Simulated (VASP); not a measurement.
# Sb (Fm-3m) in VASP: single point with LDA

Aim: the single point of Sb with LDA.

All numbers are computed with VASP 6.6.1; they aren't measurements. Logs are shortened: lines on timing, memory, paths and dates and some standing lists are left out, and cuts for length are marked.

### Step 1. The cell of the first run

The structure is cubic, space group Fm-3m (No. 225). The conventional cell has a = 4.742 Å, b = 4.742 Å, c = 4.742 Å, α = 90.00°, β = 90.00°, γ = 90.00°. Sb (site symmetry m-3m) has 12 Sb at 3.35 Å within 4.4 Å.

### Step 2. Single point, LDA

INCAR

```
ALGO = Normal
EDIFF = 1E-6
ENCUT = 520
GGA = CA
ISIF = 2
ISMEAR = -1
LASPH = True
LCHARG = False
LREAL = False
LWAVE = False
NBANDS = 8
NELM = 80
PREC = Accurate
SIGMA = 0.02
```

KPOINTS

```
k-points
0
Gamma
  18 18 18
```

POSCAR

```
Sb
1.0
    0.0000000000      2.3712425216      2.3712425216
    2.3712425216      0.0000000000      2.3712425216
    2.3712425216      2.3712425216      0.0000000000
Sb
1
Direct
    0.0000000000      0.0000000000      0.0000000000
```

Potentials or basis: VASP PAW LDA potentials, release 64 (Sb).

Run with:

```bash
cat potpaw_LDA.64/Sb/POTCAR > POTCAR
mpirun -np 1 vasp_std > vasp.out
```

OUTCAR:

```text
EDIFF = 1E-6
   ENCUT = 520
   GGA = CA
   ISIF = 2
   ISMEAR = -1
   LASPH = True
   LREAL = False
   NELM = 80
   PREC = Accurate

 ion  position               nearest neighbor table
   1  0.000  0.000  0.000-

  LATTYP: Found a face centered cubic cell.
 ALAT       =     4.7424850432

  Lattice vectors:

 A1 = (   0.0000000000,   2.3712425216,   2.3712425216)
 A2 = (   2.3712425216,   0.0000000000,   2.3712425216)
 A3 = (   2.3712425216,   2.3712425216,   0.0000000000)

Analysis of symmetry for initial positions (statically):
=====================================================================
 Subroutine PRICEL returns:
 Original cell was already a primitive cell.

 Routine SETGRP: Setting up the symmetry group for a
 face centered cubic supercell.

 Subroutine GETGRP returns: Found 48 space group operations
 (whereof 48 operations were pure point group operations)
 out of a pool of 48 trial point group operations.

The static configuration has the point symmetry O_h .

Analysis of symmetry for dynamics (positions and initial velocities):
=====================================================================
 Subroutine PRICEL returns:
 Original cell was already a primitive cell.

 Routine SETGRP: Setting up the symmetry group for a
 face centered cubic supercell.

 Subroutine GETGRP returns: Found 48 space group operations
 (whereof 48 operations were pure point group operations)
 out of a pool of 48 trial point group operations.

The dynamic configuration has the point symmetry O_h .

 Subroutine INISYM returns: Found 48 space group operations
 (whereof 48 operations are pure point group operations),
 and found     1 'primitive' translations

----------------------------------------------------------------------------------------

                                     Primitive cell

  volume of cell :      26.6660

  direct lattice vectors                    reciprocal lattice vectors
     0.000000000  2.371242522  2.371242522    -0.210859916  0.210859916  0.210859916
     2.371242522  0.000000000  2.371242522     0.210859916 -0.210859916  0.210859916
     2.371242522  2.371242522  0.000000000     0.210859916  0.210859916 -0.210859916

  length of vectors
     3.353443334  3.353443334  3.353443334     0.365220089  0.365220089  0.365220089

  position of ions in fractional coordinates (direct lattice)
     0.000000000  0.000000000  0.000000000

  ion indices of the primitive-cell ions
   primitive index   ion index
                 1           1

----------------------------------------------------------------------------------------

 KPOINTS: k-points

Automatic generation of k-mesh.
 Grid dimensions read from file:
 generate k-points for:   18   18   18

 Generating k-lattice:

  Cartesian coordinates                     Fractional coordinates (reciprocal lattice)
    -0.011714440  0.011714440  0.011714440     0.055555556  0.000000000  0.000000000
     0.011714440 -0.011714440  0.011714440     0.000000000  0.055555556  0.000000000
     0.011714440  0.011714440 -0.011714440     0.000000000  0.000000000  0.055555556

  Length of vectors
     0.020290005  0.020290005  0.020290005

  Shift w.r.t. Gamma in fractional coordinates (k-lattice)
     0.000000000  0.000000000  0.000000000

 Subroutine IBZKPT returns following result:
 ===========================================

 Found    195 irreducible k-points:

 Following reciprocal coordinates:
            Coordinates               Weight
  0.000000  0.000000  0.000000      1.000000
  0.055556  0.000000  0.000000      8.000000
  0.111111  0.000000  0.000000      8.000000
  0.166667  0.000000  0.000000      8.000000
  0.222222  0.000000  0.000000      8.000000
  0.277778  0.000000  0.000000      8.000000
[... 16 lines left out ...]
 -0.277778  0.055556  0.000000     24.000000
 -0.222222  0.055556  0.000000     24.000000
 [... further k-points ...]
   k-points           NKPTS =    195   k-points in BZ     NKDIM =    195   number of bands    NBANDS=      8
   number of dos      NEDOS =    301   number of ions     NIONS =      1
   total plane-waves  NPLWV =  21952
   dimension x,y,z NGX =    28 NGY =   28 NGZ =   28
   dimension x,y,z NGXF=    56 NGYF=   56 NGZF=   56
   ions per type =               1
   NGX,Y,Z   is equivalent  to a cutoff of  13.88, 13.88, 13.88 a.u.
   NGXF,Y,Z  is equivalent  to a cutoff of  27.76, 27.76, 27.76 a.u.
 SYSTEM =  unknown system
   PREC   = accura    normal or accurate (medium, high low for compatibility)
   ISTART =      0    job   : 0-new  1-cont  2-samecut
   ICHARG =      2    charge: 1-file 2-atom 10-const
   ISPIN  =      1    spin polarized calculation?
   LNONCOLLINEAR =      F non collinear calculations
   LSORBIT =      F    spin-orbit coupling
   LASPH  =      T    aspherical Exc in radial PAW
   ENCUT  =  520.0 eV  38.22 Ry    6.18 a.u.   6.24  6.24  6.24*2*pi/ulx,y,z
   NELM   =     80;   NELMIN=  2; NELMDL= -5     # of ELM steps
   EDIFF  = 0.1E-05   stopping-criterion for ELM
   LREAL  =      F    real-space projection
   EDIFFG = 0.1E-04   stopping-criterion for IOM
   NSW    =      0    number of steps for IOM
   IBRION =     -1    ionic relax: 0-MD 1-quasi-New 2-CG
   NFREE  =      0    steps in history (QN), initial steepest desc. (CG)
   ISIF   =      2    stress and relaxation
   ISYM   =      2    0-nonsym 1-usesym 2-fastsym
   POTIM  = 0.5000    time-step for ionic-motion
   TEBEG  =    0.0;   TEEND  =   0.0 temperature during run
   PSTRESS=    0.0 pullay stress
   NELECT =       5.0000    total number of electrons
   NUPDOWN=      -1.0000    fix difference up-down
   EMIN   =  10.00;   EMAX   =-10.00  energy-range for DOS
   EFERMI =   0.00;   METHOD = LEGACY
   ISMEAR =    -1;   SIGMA  =   0.02  broadening in eV -4-tet -1-fermi 0-gaus
   EFERMI_NEDOS =   21; number of points for ismear=-14 and -15
   IALGO  =     38    algorithm
   IMIX   =      4    mixing-type and parameters
     AMIX     =   0.40;   BMIX     =  1.00
     AMIX_MAG =   1.60;   BMIX_MAG =  1.00
  volume/ion in A,a.u.               =      26.67       179.95
  Fermi-wavevector in a.u.,A,eV,Ry     =   0.937013  1.770697 11.945820  0.877993
  Thomas-Fermi vector in A             =   2.064081
   LORBIT       =      0    0 simple, 1 ext, 2 COOP (PROOUT), +10 PAW based schemes
   GGA     = CA    functional components
   LHFCALC =     F    Hartree Fock is set to
   AEXX    =    0.0000 exact exchange contribution
   IVDW    =     0    specifies the selected vdW correction
   LEPSILON=     F    determine dielectric tensor
   LRPA    =     F    only Hartree local field effects (RPA)
 non-spin polarized calculation
  energy-cutoff  :      520.00
  volume of cell :       26.67
 maximum number of plane-waves:       745
 NGX is ok and might be reduce to    28
   NGX = 13   NGY = 13   NGZ = 13

 number of electron       5.0000000 magnetization

 Free energy of the ion-electron system (eV)
  ---------------------------------------------------
  ext. energy  EPLUGINS =         0.00000000
  ---------------------------------------------------
  free energy    TOTEN  =        -4.52667204 eV

  energy without entropy =       -4.52578685  energy(sigma->0) =       -4.52622944

 E-fermi :   8.5776     XC(G=0): -10.4152

 val. band max:        8.5641783101   @ k =   0.5000   0.4444   0.0556
 cond. band min:       8.5889814289   @ k =   0.4444   0.2778   0.0556
 fundamental gap:      0.0248031187
 Fermi energy:         8.5775727925

 k-point     1 :       0.0000    0.0000    0.0000
  band No.  band energies     occupation
      1      -4.4826      2.00000
      2      13.8318      0.00000
      3      13.8318      0.00000
      4      13.8318      0.00000
      5      18.3288      0.00000
      6      18.3288      0.00000
      7      18.3288      0.00000
      8      18.8683      0.00000

 k-point     2 :       0.0556    0.0000    0.0000
  band No.  band energies     occupation
      1      -4.4211      2.00000
      2      13.2240      0.00000
      3      13.7487      0.00000
      4      13.7487      0.00000
      5      17.7987      0.00000
      6      18.4606      0.00000
      7      18.4606      0.00000
      8      19.8043      0.00000

 k-point     3 :       0.1111    0.0000    0.0000
  band No.  band energies     occupation
      1      -4.2370      2.00000
      2      11.8368      0.00000
      3      13.5319      0.00000
      4      13.5319      0.00000
      5      17.3692      0.00000
      6      18.7924      0.00000
      7      18.7924      0.00000
      8      20.8932      0.00000

 k-point     4 :       0.1667    0.0000    0.0000
  band No.  band energies     occupation
      1      -3.9317      2.00000
      2      10.1967      0.00000
      3      13.2469      0.00000
      4      13.2469      0.00000
      5      17.0655      0.00000
      6      19.0860      0.00000
      7      19.0860      0.00000
      8      20.7631      0.00000

 k-point     5 :       0.2222    0.0000    0.0000
  band No.  band energies     occupation
      1      -3.5084      2.00000
      2       8.5289      1.83878
      3      12.9498      0.00000
      4      12.9498      0.00000
      5      16.8490      0.00000
      6      18.9434      0.00000
      7      18.9434      0.00000
      8      20.5855      0.00000

 k-point     6 :       0.2778    0.0000    0.0000
  band No.  band energies     occupation
      1      -2.9736      2.00000
      2       6.9253      2.00000
      3      12.6771      0.00000
      4      12.6771      0.00000
      5      16.7130      0.00000
      6      18.5243      0.00000
      7      18.5243      0.00000
      8      19.8571      0.00000

 k-point     7 :       0.3333    0.0000    0.0000
  band No.  band energies     occupation
      1      -2.3425      2.00000
      2       5.4395      2.00000
      3      12.4500      0.00000
      4      12.4500      0.00000
      5      16.6520      0.00000
      6      18.1130      0.00000
      7      18.1130      0.00000
      8      19.2226      0.00000

 k-point     8 :       0.3889    0.0000    0.0000
  band No.  band energies     occupation
      1      -1.6526      2.00000
      2       4.1288      2.00000
      3      12.2810      0.00000
      4      12.2810      0.00000
      5      16.6526      0.00000
      6      17.7952      0.00000
      7      17.7952      0.00000
      8      18.7180      0.00000

 k-point     9 :       0.4444    0.0000    0.0000
  band No.  band energies     occupation
      1      -1.0122      2.00000
      2       3.1121      2.00000
      3      12.1771      0.00000
      4      12.1771      0.00000
      5      16.6861      0.00000
      6      17.5978      0.00000
      7      17.5978      0.00000
      8      18.3802      0.00000

 k-point    10 :       0.5000    0.0000    0.0000
  band No.  band energies     occupation
      1      -0.7099      2.00000
      2       2.6839      2.00000
      3      12.1421      0.00000
      4      12.1421      0.00000
      5      16.7066      0.00000
      6      17.5310      0.00000
      7      17.5310      0.00000
      8      18.2581      0.00000
[... 78 lines left out ...]
 k-point    18 :       0.4444    0.0556    0.0000
  band No.  band energies     occupation
      1      -1.1571      2.00000
      2       3.4586      2.00000
      3      11.8681      0.00000
      4      11.8972      0.00000
      5      16.5980      0.00000
      6      17.3708      0.00000
      7      18.0075      0.00000
      8      19.3199      0.00000

 k-point    19 :       0.5000    0.0556    0.0000
  band No.  band energies     occupation
      1      -0.6991      2.00000
      2       2.7920      2.00000
      3      11.6792      0.00000
      4      11.9632      0.00000
      5      16.6654      0.00000
      6      17.2482      0.00000
      7      17.7877      0.00000
      8      19.2160      0.00000

 k-point    20 :      -0.4444    0.0556    0.0000
  band No.  band energies     occupation
      1      -0.8046      2.00000
      2       2.9395      2.00000
      3      11.5636      0.00000
      4      12.1097      0.00000
      5      16.8485      0.00000
      6      17.1418      0.00000
      7      17.6902      0.00000
      8      19.3072      0.00000

 k-point    21 :      -0.3889    0.0556    0.0000
  band No.  band energies     occupation
      1      -1.3738      2.00000
      2       3.8007      2.00000
      3      11.5292      0.00000
      4      12.3277      0.00000
      5      17.0491      0.00000
      6      17.1644      0.00000
      7      17.7212      0.00000
      8      19.5707      0.00000

 k-point    22 :      -0.3333    0.0556    0.0000
  band No.  band energies     occupation
      1      -2.0638      2.00000
      2       5.0283      2.00000
      3      11.5808      0.00000
      4      12.6033      0.00000
      5      17.0203      0.00000
      6      17.5779      0.00000
      7      17.8827      0.00000
      8      19.9713      0.00000

 k-point    23 :      -0.2778    0.0556    0.0000
  band No.  band energies     occupation
      1      -2.7196      2.00000
      2       6.4579      2.00000
      3      11.7196      0.00000
      4      12.9176      0.00000
      5      17.0429      0.00000
      6      18.1014      0.00000
      7      18.1669      0.00000
      8      20.4511      0.00000

 k-point    24 :      -0.2222    0.0556    0.0000
  band No.  band energies     occupation
      1      -3.2882      2.00000
      2       8.0188      2.00000
      3      11.9431      0.00000
      4      13.2444      0.00000
      5      17.1237      0.00000
      6      18.5340      0.00000
      7      18.6961      0.00000
      8      20.5541      0.00000

 [... further k-points ...]

------------------------ aborting loop because EDIFF is reached ----------------------------------------

  FORCE on cell =-STRESS in cart. coord.  units (eV):
  Direction    XX          YY          ZZ          XY          YZ          ZX
  --------------------------------------------------------------------------------------
  -------------------------------------------------------------------------------------
  Total       -0.3857465     -0.3857465     -0.3857465      0.0000000      0.0000000     -0.0000000
  in kB      -23.1768629    -23.1768629    -23.1768629      0.0000000      0.0000000     -0.0000000
  external PRESSURE =     -23.1768629 kB  Pullay stress =       0.0000000 kB

 VOLUME and BASIS-vectors are now :
 -----------------------------------------------------------------------------
  energy-cutoff  :      520.00
  volume of cell :       26.67
      direct lattice vectors                 reciprocal lattice vectors
     0.000000000  2.371242522  2.371242522    -0.210859916  0.210859916  0.210859916
     2.371242522  0.000000000  2.371242522     0.210859916 -0.210859916  0.210859916
     2.371242522  2.371242522  0.000000000     0.210859916  0.210859916 -0.210859916

 POSITION                                       TOTAL-FORCE (eV/Angst)
 -----------------------------------------------------------------------------------
      0.00000      0.00000      0.00000         0.000000      0.000000     -0.000000
 -----------------------------------------------------------------------------------
    total drift:                                0.000000      0.000000      0.000000

  FREE ENERGIE OF THE ION-ELECTRON SYSTEM (eV)
  ---------------------------------------------------
  free  energy   TOTEN  =        -4.5266720425 eV

  energy  without entropy=       -4.5257868463  energy(sigma->0) =       -4.52622944
```

It took 13 s on 1 thread of Intel Xeon 6975P-C (Granite Rapids), shared host; peak memory 0.16 GiB.

What came out:

| Quantity | Value |
| --- | --- |
| Free energy | -4.5267 eV |
| Pressure | -2.3 GPa |

Caveat: spin-orbit coupling is left out, which moves the levels of the heavy elements.
